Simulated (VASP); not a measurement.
Sn: single point with PBE+D3(BJ)

The system is Sn.

```
Sn
1.0
    -1.75441    1.75461   -2.16749
    -1.75441    1.75461    2.16749
     3.50881    3.50923    0.00000
Sn
2
Direct
  0.02015 0.02015 0.00000
  0.47985 0.47985 0.50000
```

This cell differs from its parent crystal: mode 1 (-6.9 1/cm) frozen in, largest displacement +0.100 Å.

```
Program             : VASP 6.6.1
Task                : single point
Functional          : PBE
Dispersion          : D3(BJ)
Potentials or basis : VASP PAW PBE potentials, release 64 (Sn_d)
Cutoff              : 520 eV
k mesh              : 18 × 18 × 12
Occupations         : gaussian, width 0.15 eV
Spin                : no spin polarisation
```

```yaml
Pressure: 0.2 GPa
Largest_force: 0.004 eV/Å
Band_gap_on_the_k_mesh: zero (band 14 reaches 12.04 eV, above the bottom of band 15 at 6.40 eV)
Dispersion_energy_per_atom: -0.392 eV
```

Forces on the atoms (eV/Å):
```
Sn   0.003 -0.002  0.000
Sn  -0.003  0.002  0.000
```

Levels at points of the mesh, in eV from the Fermi level:
```tsv
k point	band 10	band 11	band 12	band 13	band 14	band 15	band 16	band 17	band 18	band 19
(0.00, 0.00, 0.00)	-21.39	-11.30	-5.53	-4.12	2.41	3.23	6.08	6.23	7.91	8.02
(0.50, 0.00, 0.00)	-21.46	-7.89	-7.43	-1.34	-1.07	-0.52	0.18	4.98	6.02	9.59
(0.50, 0.50, 0.00)	-21.39	-5.52	-4.39	-3.28	-2.77	0.92	0.99	2.36	3.01	4.21
(0.00, 0.00, 0.50)	-21.46	-9.70	-9.70	2.71	2.71	4.19	4.19	4.88	4.88	7.62
(0.50, 0.00, 0.50)	-21.42	-6.82	-6.82	-4.71	-4.71	4.84	4.85	6.34	6.34	9.34
(0.50, 0.50, 0.50)	-21.40	-4.52	-4.52	-2.49	-2.49	-1.02	-1.02	0.51	0.51	9.67
```

Run time: 31 min on 1 thread of AMD EPYC 7R13, on a shared host, peak memory 0.89 GiB.

Caveat: the cell differs from its parent crystal (mode 1 (-6.9 1/cm) frozen in, largest displacement +0.100 Å); spin-orbit coupling is left out, which moves the levels of the heavy elements; pairwise dispersion overbinds metals, which lowers pressure and volume.
